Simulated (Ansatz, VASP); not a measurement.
SiNi3: VASP beside Ansatz

The input INCAR:

```
SYSTEM = SiNi3
  PREC = Accurate
  ENCUT = 600
  EDIFF = 1E-6
  ISMEAR = -1
  SIGMA = 0.05
  LREAL = .False.
  LASPH = .True.
  NELM = 150
  ALGO = Fast
  ISIF = 3
  LWAVE = .False.
  LCHARG = .False.
  ISPIN = 2
  MAGMOM = 1 1 1 0
  LORBIT = 11
  LMAXMIX = 4
  GGA = RE
  IBRION = 2
  NSW = 60
  EDIFFG = -0.01
```

File KPOINTS:

```
regular mesh
0
Gamma
  8 8 8
  0 0 0
```

POSCAR

```
SiNi3
1.0
    3.5420000000      0.0000000000      0.0000000000
    0.0000000000      3.5420000000      0.0000000000
    0.0000000000      0.0000000000      3.5420000000
Ni Si
3 1
Direct
    0.5000000000      0.5000000000      0.0000000000
    0.5000000000      0.0000000000      0.5000000000
    0.0000000000      0.5000000000      0.5000000000
    0.0000000000      0.0000000000      0.0000000000
```

The input input.yaml:

```yaml
crystal:
  lattice:
    - [3.542, 0.0, 0.0]
    - [0.0, 3.542, 0.0]
    - [0.0, 0.0, 3.542]
  atoms:
    - { symbol: Ni, position: [0.5, 0.5, 0.0], spin: 1.0 }
    - { symbol: Ni, position: [0.5, 0.0, 0.5], spin: 1.0 }
    - { symbol: Ni, position: [0.0, 0.5, 0.5], spin: 1.0 }
    - { symbol: Si, position: [0.0, 0.0, 0.0] }
hamiltonian:
  xc: revpbe
  pseudopotentials: { kind: paw }
magnetization:
  spin_polarized: true
kpoints:
  mp_grid: { grid: [8, 8, 8] }
scf:
  occupations: { method: fermi_dirac, width: 0.05 }
output:
  forces: true
  stress: true
  eigenvalues: true
relax:
  f_tol: 0.01
  max_steps: 40
  cell: { stress_tol: 0.05 }
```

Alike in both runs: task relaxation of cell and atoms; functional revPBE; k mesh 8 × 8 × 8; occupations fermi-dirac, width 0.05 eV; collinear spin.

```csv
,VASP,Ansatz
version,VASP 6.6.1,Ansatz 0.2.0
potentials or method,"VASP PAW PBE potentials, release 64 (Ni, Si)",Ansatz PAW
plane-wave cutoff (eV),600,420
valence electrons in the cell,34,58
```

```csv
,VASP,Ansatz,Ansatz less VASP
"gap on the k mesh at the Fermi level, each at its own relaxed structure (eV)",none,none,-
net moment per atom (μB),0.00,0.00,0.000
relaxed volume (Å³/atom),10.96,10.96,0.000
relaxed cell length with the largest relative difference (Å),3.526,3.526,+0.0001
```

VASP's potentials were made for PBE, not for revPBE. A gap of «none» marks a metal or a gap that the smearing closes. VASP's potentials hold 34 valence electrons a cell and Ansatz's 58, so a difference there can come from the potentials and not from the codes.

Noted on Ansatz's run: the plane-wave basis is chosen anew once the cell has moved, so the energies of steps on either side of that aren't comparable.
